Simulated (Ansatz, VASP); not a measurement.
## Si in VASP and in Ansatz

```
Si
1.0
     2.77115    2.77115    0.00000
    -2.77115    2.77115    0.00000
     0.00000    2.77115    2.67328
Si
2
Direct
  0.25000 0.75000 0.50000
  0.00000 0.00000 0.00000
```

Change from the starting cell: film at in-plane strain +0.02.

Alike in both runs: task single point; functional PBEsol; k mesh 8 × 8 × 8; no spin polarisation.

|  | VASP | Ansatz |
| --- | --- | --- |
| version | VASP 6.6.1 | Ansatz 0.2.0 |
| potentials or method | VASP PAW PBE potentials, release 64 (Si), cutoff 520 eV | all-electron LAPW, scalar-relativistic |
| occupations | gaussian, width 0.01 eV | fixed |

```csv
,VASP,Ansatz,Ansatz less VASP
gap on the k mesh at the Fermi level (eV),0.17,0.18,+0.007
pressure (GPa),-2.0,-2.2,-0.14
"traceless stress, the component that is largest in VASP (GPa)",2.12,2.12,+0.005
```

VASP's potentials were made for PBE, not for PBEsol. Ansatz ran all-electron here, and VASP with PAW potentials.
